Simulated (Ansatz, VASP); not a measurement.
Two plane-wave programs on Cu

File INCAR:

```
SYSTEM = Cu
ALGO = Normal
EDIFF = 1E-6
ENCUT = 600
GGA = PE
GGA_COMPAT = .False.
ISIF = 2
ISMEAR = -1
LASPH = .True.
LCHARG = .False.
LREAL = .False.
LWAVE = .False.
NBANDS = 12
NELM = 120
PREC = Accurate
SIGMA = 0.05
```

File KPOINTS:

```
k-points
0
Gamma
  11 11 11
  0 0 0
```

Contents of POSCAR:

```
Cu
1.0
    0.0000000000      1.8075000000      1.7352000000
    1.8075000000      0.0000000000      1.7352000000
    1.8075000000      1.8075000000      0.0000000000
Cu
1
Direct
    0.0000000000      0.0000000000      0.0000000000
```

Contents of input.yaml:

```yaml
crystal:
  lattice:
    - [0.0, 1.8075, 1.7352]
    - [1.8075, 0.0, 1.7352]
    - [1.8075, 1.8075, 0.0]
  atoms:
    - { symbol: Cu, position: [0.0, 0.0, 0.0] }
hamiltonian:
  xc: pbe
  pseudopotentials: { kind: paw }
kpoints:
  mp_grid: { grid: [11, 11, 11] }
  band_path:
    path:
      - [[0.0, 0.0, 0.0], [0.0, 0.5, 0.5], [0.2712673611, 0.5, 0.7712673611], [0.3856336806, 0.3856336806, 0.7712673611], [0.0, 0.0, 0.0], [-0.5, -0.5, 0.0], [-0.3856336806, -0.3856336806, 0.2287326389], [0.0, 0.0, 0.5], [-0.25, 0.25, 0.5], [-0.5, -0.2712673611, 0.2287326389], [-0.5, -0.5, 0.0]]
      - [[0.0, 0.5, 0.5], [-0.25, 0.25, 0.5]]
    npoints: 14
scf:
  occupations: { method: fermi_dirac, width: 0.05 }
  n_extra_bands: 6
output:
  forces: true
  stress: true
  eigenvalues: true
  fatbands: true
```

Alike in both runs: functional PBE; k mesh 11 × 11 × 11; occupations fermi-dirac, width 0.05 eV; no spin polarisation.

```csv
,VASP,Ansatz
version,VASP 6.6.1,Ansatz 0.2.0
potentials or method,"VASP PAW PBE potentials, release 64 (Cu)",Ansatz PAW
plane-wave cutoff (eV),600,420
valence electrons in the cell,11,19
task,single point,band structure
```

Ansatz gave:

| Property | Result |
| --- | --- |
| gap on the k mesh at the Fermi level (eV) | none |
| pressure (GPa) | 8.3 |
| traceless stress, the component that is largest in VASP (GPa) | 1.30 |

Question: Which values does VASP return?

Answer: gap on the k mesh at the Fermi level (eV): none; pressure (GPa): 8.9; traceless stress, the component that is largest in VASP (GPa): 1.30.

A gap of «none» marks a metal or a gap that the smearing closes. The functional is the same, so the differences come from potentials, cutoffs and numerics. VASP's potentials hold 11 valence electrons a cell and Ansatz's 19, so a difference there can come from the potentials and not from the codes.
